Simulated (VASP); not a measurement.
Cu: single point with PBE

The system is Cu.

```
CELL_PARAMETERS angstrom
2.59439 0.00000 0.00000
-1.29720 2.24681 0.00000
0.00000 0.00000 4.23466
ATOMIC_POSITIONS crystal
Cu 0.33333 0.66667 0.25000
Cu 0.66667 0.33333 0.75000
```

```json
{"Program": "VASP 6.6.1", "Task": "single point", "Functional": "PBE", "Potentials or basis": "VASP PAW PBE potentials, release 64 (Cu)", "Cutoff": "520 eV", "k mesh": "18 × 18 × 10", "Occupations": "fermi-dirac, width 0.05 eV", "Spin": "no spin polarisation", "Dipole correction": "no", "Further INCAR settings": "ALGO = Normal; EDIFF = 1e-06; NBANDS = 18"}
```

The pressure is -3.1 GPa. The band gap on the k mesh is zero (band 11 reaches 11.00 eV, above the bottom of band 12 at 5.16 eV).

Stress tensor (GPa, compression positive):
```
-3.17  0.00  0.00
 0.00 -3.17  0.00
 0.00  0.00 -3.04
```

Levels at points of the mesh, in eV from the Fermi level:
```csv
k point,band 9,band 10,band 11,band 12,band 13,band 14
"(0.00, 0.00, 0.00)",-2.34,-1.64,-1.64,-0.82,3.59,21.04
"(0.50, 0.00, 0.00)",-1.51,-1.46,0.06,1.51,7.61,7.91
"(0.00, 0.00, 0.50)",-1.85,-1.85,-1.85,-1.85,12.14,12.14
"(0.50, 0.00, 0.50)",-1.49,-1.49,0.59,0.59,4.65,4.65
```

Run time: 41 s on 1 thread of Intel(R) Xeon(R) 6975P-C (Granite Rapids) (shared host), peak memory 0.19 GiB.
